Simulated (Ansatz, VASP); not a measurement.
## Two plane-wave programs on BN

```
CELL_PARAMETERS angstrom
2.60497 0.00000 0.00000
-1.30248 2.25597 0.00000
0.00000 0.00000 6.63772
ATOMIC_POSITIONS crystal
B 0.33333 0.66667 0.25000
B 0.66667 0.33333 0.75000
N 0.33333 0.66667 0.75000
N 0.66667 0.33333 0.25000
```

Alike in both runs: task single point; functional LDA; k mesh 12 × 12 × 4; occupations gaussian, width 0.05 eV; no spin polarisation.

|  | VASP | Ansatz |
| --- | --- | --- |
| version | VASP 6.6.1 | Ansatz 0.2.0 |
| potentials or method | VASP PAW LDA potentials, release 64 (B, N), cutoff 520 eV | scalar-relativistic, plane waves, PAW |
| valence electrons in the cell | 16 | 16 |

```tsv
	VASP	Ansatz	Ansatz less VASP
gap on the k mesh at the Fermi level (eV)	3.86	3.87	+0.009
least direct gap on the mesh (eV)	4.20	4.21	+0.009
pressure (GPa)	-27.6	-28.1	-0.44
traceless stress, the component that is largest in VASP (GPa)	26.74	27.34	+0.595
```

Ansatz warns that its potentials were made for another functional, while VASP's fit it. LDA's correlation is that of Perdew and Zunger in VASP and of Perdew and Wang (1992) in Ansatz.
